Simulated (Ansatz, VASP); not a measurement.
One calculation of HfMg2C2, two programs

INCAR

```
PREC = Accurate ; ENCUT = 600
EDIFF = 1E-6 ; ISMEAR = 0
SIGMA = 0.1 ; LREAL = False
LASPH = True ; NELM = 60
ALGO = Normal ; ISIF = 3
LWAVE = False ; LCHARG = False
GGA = PE ; IBRION = 2
NSW = 90 ; EDIFFG = -0.04
```

The input KPOINTS:

```
regular mesh
0
Gamma
  6 6 4
```

File POSCAR:

```
HfMg2C2
1.0
    3.6644207733      0.0000000000      0.0000000000
    0.0000000000      3.6644207733      0.0000000000
    0.0000000000      0.0000000000      5.4793282601
Mg Hf C
2 1 2
Direct
    0.0000000000      0.0000000000      0.0000000000
    0.5000000000      0.5000000000      0.0000000000
    0.5000000000      0.5000000000      0.5000000000
    0.5000000000      0.0000000000      0.7479978303
    0.0000000000      0.5000000000      0.2520021697
```

Input for Ansatz:

```yaml
crystal:
  lattice:
    - [3.6644207733, 0.0, 0.0]
    - [0.0, 3.6644207733, 0.0]
    - [0.0, 0.0, 5.4793282601]
  atoms:
    - { symbol: Mg, position: [0.0, 0.0, 0.0] }
    - { symbol: Mg, position: [0.5, 0.5, 0.0] }
    - { symbol: Hf, position: [0.5, 0.5, 0.5] }
    - { symbol: C, position: [0.5, 0.0, 0.7479978303] }
    - { symbol: C, position: [0.0, 0.5, 0.2520021697] }
basis:
  ecutwfc: 420
kpoints:
  mp_grid: { grid: [6, 6, 4] }
hamiltonian:
  xc: pbe
scf:
  occupations: { method: gaussian, width: 0.1 }
  lower_state_search: "off"
output:
  forces: true
  stress: true
  eigenvalues: true
relax:
  adjacent_minimum: "off"
  f_tol: 0.04
  max_steps: 70
  cell: { stress_tol: 0.4 }
```

Change from the starting cell: ordered mixture with vacancies on the cation sites of antifluorite (P-4m2, No. 115).

Alike in both runs: task relaxation of cell and atoms; functional PBE; k mesh 6 × 6 × 4; occupations gaussian, width 0.1 eV; no spin polarisation.

|  | VASP | Ansatz |
| --- | --- | --- |
| version | VASP 6.6.1 | Ansatz 0.2.0 |
| potentials or method | VASP PAW PBE potentials, release 64 (Mg, Hf_pv, C), cutoff 600 eV | scalar-relativistic, plane waves, PAW |
| valence electrons in the cell | 22 | 54 |

Ansatz gave:

| Quantity | Value |
| --- | --- |
| gap on the k mesh at the Fermi level, each at its own relaxed structure (eV) | 0.47 |
| relaxed volume (Å³/atom) | 14.72 |
| relaxed length of the cell vector where the two differ most in proportion (Å) | 3.664 |

Task: What did VASP give for the same quantities?

Result: gap on the k mesh at the Fermi level, each at its own relaxed structure (eV): 0.47; relaxed volume (Å³/atom): 14.63; relaxed length of the cell vector where the two differ most in proportion (Å): 3.655.

VASP's potentials hold 22 valence electrons a cell and Ansatz's 54, so a difference there can come from the potentials and not from the codes.

Neither program's run includes spin-orbit coupling.
